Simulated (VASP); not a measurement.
HgTe (Coloradoite):

```
Hg Te
1.0
     0.00000    3.23579    3.23579
     3.23579    0.00000    3.23579
     3.23579    3.23579    0.00000
Hg Te
1 1
Direct
  0.00000 0.00000 0.00000
  0.75000 0.75000 0.75000
```

Base run:

| Item | Value |
| --- | --- |
| Program | VASP 6.6.1 |
| Functional | PBE exchange alone |
| Potentials or basis | VASP PAW PBE potentials, release 64 (Hg, Te) |
| Cutoff | 520 eV |
| k mesh | 7 × 7 × 7 |
| Occupations | fermi-dirac, width 0.05 eV |
| Spin | no spin polarisation |

Its results: band gap on the k mesh zero (filled and empty bands touch); pressure 11.3 GPa.

Question: The run is repeated on the same cell with these changes: functional from PBE exchange alone to PBEsol. What comes out?

Answer: Band gap on the k mesh zero (filled and empty bands touch); pressure 0.9 GPa.

Caveats: spin-orbit coupling is left out, which moves the levels of the heavy elements; the PAW data sets were made with another functional, which shifts forces and pressure a little (some runs).
